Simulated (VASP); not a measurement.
# InCu2 (P6_3/mmc) in VASP: further runs, part 2 of 2

VASP 6.6.1. The steps go on from the part before.

## 3. Single point, LDA

INCAR

```
ALGO = Normal ; EDIFF = 1E-6
ENCUT = 520 ; ISIF = 2
ISMEAR = -1 ; LASPH = T
LCHARG = T ; LELF = T
LREAL = F ; LVHAR = T
LWAVE = F ; NBANDS = 44
NELM = 60 ; PREC = Accurate
SIGMA = 0.05
```

KPOINTS

```
k-points
0
Gamma
  9 9 6
```

POSCAR

```
InCu2
1.0
    4.3283297744      0.0000000000      0.0000000000
   -2.1641648872      3.7484435406      0.0000000000
    0.0000000000      0.0000000000      5.2140339769
In Cu
2 4
Direct
    0.3333333333      0.6666666667      0.7500000000
    0.6666666667      0.3333333333      0.2500000000
    0.3333333333      0.6666666667      0.2500000000
    0.6666666667      0.3333333333      0.7500000000
    0.0000000000      0.0000000000      0.0000000000
    0.0000000000      0.0000000000      0.5000000000
```

Potentials or basis: VASP PAW LDA potentials, release 64 (In_d, Cu).

On the command line:

```sh
$ cat potpaw_LDA.64/In_d/POTCAR potpaw_LDA.64/Cu/POTCAR > POTCAR
$ mpirun -np 1 vasp_std > vasp.out
```

OUTCAR:

```text
EDIFF = 1E-6
   ENCUT = 520
   ISIF = 2
   ISMEAR = -1
   LASPH = T
   LREAL = F
   NELM = 60
   PREC = Accurate

 ion  position               nearest neighbor table
   1  0.333  0.667  0.750-   4 2.50   4 2.50   4 2.50   3 2.61   3 2.61   5 2.82   6 2.82   6 2.82
                             5 2.82   6 2.82   5 2.82   2 3.61   2 3.61   2 3.61   2 3.61   2 3.61
   2  0.667  0.333  0.250-   3 2.50   3 2.50   3 2.50   4 2.61   4 2.61   5 2.82   6 2.82   5 2.82
                             6 2.82   5 2.82   6 2.82   1 3.61   1 3.61   1 3.61   1 3.61   1 3.61
   3  0.333  0.667  0.250-   2 2.50   2 2.50   2 2.50   1 2.61   1 2.61
   4  0.667  0.333  0.750-   1 2.50   1 2.50   1 2.50   2 2.61   2 2.61
   5  0.000  0.000  0.000-   6 2.61   6 2.61   1 2.82   2 2.82   2 2.82   1 2.82   2 2.82   1 2.82

   6  0.000  0.000  0.500-   5 2.61   5 2.61   1 2.82   2 2.82   2 2.82   1 2.82   2 2.82   1 2.82

  LATTYP: Found a hexagonal cell.
 ALAT       =     4.3283297744
 C/A-ratio  =     1.2046295566

  Lattice vectors:

 A1 = (   4.3283297744,   0.0000000000,   0.0000000000)
 A2 = (  -2.1641648872,   3.7484435406,   0.0000000000)
 A3 = (   0.0000000000,   0.0000000000,   5.2140339769)

Analysis of symmetry for initial positions (statically):
=====================================================================
 Subroutine PRICEL returns:
 Original cell was already a primitive cell.

 Routine SETGRP: Setting up the symmetry group for a
 hexagonal supercell.

 Subroutine GETGRP returns: Found 24 space group operations
 (whereof 12 operations were pure point group operations)
 out of a pool of 24 trial point group operations.

The static configuration has the point symmetry D_3d.
 The point group associated with its full space group is D_6h.

Analysis of symmetry for dynamics (positions and initial velocities):
=====================================================================
 Subroutine PRICEL returns:
 Original cell was already a primitive cell.

 Routine SETGRP: Setting up the symmetry group for a
 hexagonal supercell.

[... 135 lines left out ...]
  Fermi-wavevector in a.u.,A,eV,Ry     =   1.536948  2.904410 32.139799  2.362209
  Thomas-Fermi vector in A             =   2.643525
   LORBIT       =      0    0 simple, 1 ext, 2 COOP (PROOUT), +10 PAW based schemes
   GGA     = CA    functional components
   LHFCALC =     F    Hartree Fock is set to
   AEXX    =    0.0000 exact exchange contribution
   IVDW    =     0    specifies the selected vdW correction
   LEPSILON=     F    determine dielectric tensor
   LRPA    =     F    only Hartree local field effects (RPA)
 non-spin polarized calculation
  energy-cutoff  :      520.00
  volume of cell :       84.60
 maximum number of plane-waves:      2292
   NGX = 17   NGY = 17   NGZ = 19

 number of electron      70.0000011 magnetization

 Free energy of the ion-electron system (eV)
  ---------------------------------------------------
  ext. energy  EPLUGINS =         0.00000000
  ---------------------------------------------------
  free energy    TOTEN  =       -24.87681375 eV

  energy without entropy =      -24.86368581  energy(sigma->0) =      -24.87024978

 E-fermi :   9.5962     XC(G=0): -12.7261

 val. band max:        9.5892400598   @ k =   0.4444   0.1111   0.3333
 cond. band min:       9.6647441088   @ k =   0.2222   0.0000   0.3333
 fundamental gap:      0.0755040490
 Fermi energy:         9.5962392902

 k-point     1 :       0.0000    0.0000    0.0000
  band No.  band energies     occupation
      1      -5.4293      2.00000
      2      -5.3015      2.00000
      3      -5.3013      2.00000
      4      -5.3013      2.00000
      5      -5.2708      2.00000
      6      -5.2708      2.00000
[... 1117 lines left out ...]
     43      18.4857      0.00000
     44      18.9315      0.00000

 [... further k-points ...]

------------------------ aborting loop because EDIFF is reached ----------------------------------------

  FORCE on cell =-STRESS in cart. coord.  units (eV):
  Direction    XX          YY          ZZ          XY          YZ          ZX
  --------------------------------------------------------------------------------------
  -------------------------------------------------------------------------------------
  Total        0.3540539      0.3540539      0.3302763      0.0000000      0.0000000      0.0000000
  in kB        6.7055554      6.7055554      6.2552228      0.0000000      0.0000000      0.0000000
  external PRESSURE =       6.5554445 kB  Pullay stress =       0.0000000 kB

 VOLUME and BASIS-vectors are now :
 -----------------------------------------------------------------------------
  energy-cutoff  :      520.00
  volume of cell :       84.60
      direct lattice vectors                 reciprocal lattice vectors
     4.328329774  0.000000000  0.000000000     0.231036001  0.133388697  0.000000000
    -2.164164887  3.748443541  0.000000000     0.000000000  0.266777394  0.000000000
     0.000000000  0.000000000  5.214033977     0.000000000  0.000000000  0.191790081

 POSITION                                       TOTAL-FORCE (eV/Angst)
 -----------------------------------------------------------------------------------
     -0.00000      2.49896      3.91053         0.000000     -0.000000      0.000000
      2.16416      1.24948      1.30351        -0.000000      0.000000      0.000000
     -0.00000      2.49896      1.30351         0.000000      0.000000      0.000000
      2.16416      1.24948      3.91053        -0.000000     -0.000000      0.000000
      0.00000      0.00000      0.00000        -0.000000     -0.000000      0.000000
      0.00000      0.00000      2.60702        -0.000000     -0.000000      0.000000
 -----------------------------------------------------------------------------------
    total drift:                               -0.000000      0.000000      0.000000

  FREE ENERGIE OF THE ION-ELECTRON SYSTEM (eV)
  ---------------------------------------------------
  free  energy   TOTEN  =       -24.8768137452 eV

  energy  without entropy=      -24.8636858115  energy(sigma->0) =      -24.87024978
```

OSZICAR:

```text
N       E                     dE             d eps       ncg     rms          rms(c)
DAV:   1     0.681071754334E+03    0.68107E+03   -0.31398E+04  4336   0.276E+03
DAV:   2     0.722381338635E+02   -0.60883E+03   -0.59283E+03  4224   0.531E+02
DAV:   3    -0.247844354372E+02   -0.97023E+02   -0.93908E+02  4316   0.249E+02
DAV:   4    -0.289926904878E+02   -0.42083E+01   -0.41776E+01  5028   0.680E+01
DAV:   5    -0.291470154059E+02   -0.15432E+00   -0.15426E+00  6500   0.118E+01    0.184E+01
DAV:   6    -0.278508587689E+02    0.12962E+01   -0.51069E+01  5152   0.123E+02    0.115E+01
DAV:   7    -0.248418482405E+02    0.30090E+01   -0.12384E+01  5216   0.778E+01    0.417E+00
DAV:   8    -0.249643810655E+02   -0.12253E+00   -0.29766E+00  5104   0.383E+01    0.298E+00
DAV:   9    -0.249371248752E+02    0.27256E-01   -0.58322E-01  5236   0.230E+01    0.200E+00
DAV:  10    -0.248779405675E+02    0.59184E-01   -0.20805E-01  5432   0.790E+00    0.902E-01
DAV:  11    -0.248800451773E+02   -0.21046E-02   -0.17050E-02  5544   0.138E+00    0.623E-01
DAV:  12    -0.248792597404E+02    0.78544E-03   -0.30452E-02  5028   0.302E+00    0.701E-01
DAV:  13    -0.248769513010E+02    0.23084E-02   -0.61245E-03  5032   0.134E+00    0.172E-01
DAV:  14    -0.248768238230E+02    0.12748E-03   -0.14737E-03  5676   0.566E-01    0.755E-02
DAV:  15    -0.248768214370E+02    0.23860E-05   -0.12527E-04  5944   0.118E-01    0.686E-02
DAV:  16    -0.248768159187E+02    0.55183E-05   -0.12402E-05  5228   0.392E-02    0.177E-02
DAV:  17    -0.248768136353E+02    0.22835E-05   -0.71947E-06  3960   0.541E-02    0.104E-02
DAV:  18    -0.248768137452E+02   -0.10999E-06   -0.16910E-06  2828   0.166E-02
   1 F= -.24876814E+02 E0= -.24870250E+02  d E =-.131279E-01
```

It took 5.7 min on 1 thread of Oxide Virtual Turin-like, shared host; peak memory 0.22 GiB.

Results:

```yaml
Free_energy: -24.8768 eV
Pressure: 0.7 GPa
Band_gap_on_the_k_mesh: zero (band 35 reaches 12.44 eV, above the bottom of band 36 at 7.35 eV)
```

Levels at points of the mesh, in eV from the Fermi level:
```tsv
k point	band 32	band 33	band 34	band 35	band 36	band 37	band 38	band 39
(0.00, 0.00, 0.00)	-2.42	-1.76	1.64	1.64	1.92	1.92	2.15	2.92
(0.00, 0.00, 0.50)	-3.00	2.61	2.61	2.85	2.85	2.85	2.85	3.59
```

Caveat: spin-orbit coupling is left out, which moves the levels of the heavy elements.
